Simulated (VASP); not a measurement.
Runs of VASP 6.6.1 on Os. The structure is that of space group P6_3/mmc (No. 194), or close to it. The cells are those of the table. 

```csv
task,spin,cell,k mesh,cutoff (eV),gap on the mesh (eV),pressure (GPa)
single point,"non-collinear, zero start, SOC","a = 2.798, b = 2.798, c = 4.398 Å, angles 90.0, 90.0, 120.0°, 2 atoms",13 × 13 × 7,520,-,3.1
single point,off,"a = 2.798, b = 2.798, c = 4.398 Å, angles 90.0, 90.0, 120.0°, 2 atoms",13 × 13 × 7,520,none,2.6
single point,off,"a = 2.760, b = 2.760, c = 4.339 Å, angles 90.0, 90.0, 120.0°, 2 atoms",21 × 21 × 12,520,none,18.9
single point,off,"a = 2.835, b = 2.835, c = 4.456 Å, angles 90.0, 90.0, 120.0°, 2 atoms",21 × 21 × 12,520,none,-10.2
single point,off,"a = 2.906, b = 2.906, c = 4.568 Å, angles 90.0, 90.0, 120.0°, 2 atoms",21 × 21 × 12,520,none,(a)
single point,off,"a = 2.721, b = 2.721, c = 4.278 Å, angles 90.0, 90.0, 120.0°, 2 atoms",21 × 21 × 12,520,none,39.5
relaxation of cell and atoms,off,"relaxed from a = 2.735, b = 2.735, c = 4.319 Å, angles 90.0, 90.0, 120.0°, 2 atoms",13 × 13 × 7,600,none,0.0
single point,off,"a = 2.798, b = 2.798, c = 4.398 Å, angles 90.0, 90.0, 120.0°, 2 atoms",21 × 21 × 12,520,none,2.6
single point,off,"a = 2.681, b = 2.681, c = 4.215 Å, angles 90.0, 90.0, 120.0°, 2 atoms",21 × 21 × 12,520,none,(b)
single point,off,"a = 2.871, b = 2.871, c = 4.513 Å, angles 90.0, 90.0, 120.0°, 2 atoms",21 × 21 × 12,520,none,-20.2
```

Alike in all rows: level BLYP; potentials or basis VASP PAW PBE potentials, release 64 (Os); smearing fermi-dirac 0.1 eV.

Task: Fill in the values left out.

Result: (a) -28.0; (b) 65.7.

Caveats: the PAW data sets were made with another functional, which shifts forces and pressure a little; spin-orbit coupling is left out, which moves the levels of the heavy elements (at least some runs); the cell stands under pressure (at least some runs); the cell stands under tension (at least some runs).

A k mesh can miss the band edges, and rows without SOC leave out spin-orbit coupling on Os.

A gap of «none» marks levels without a gap at the run's occupations.
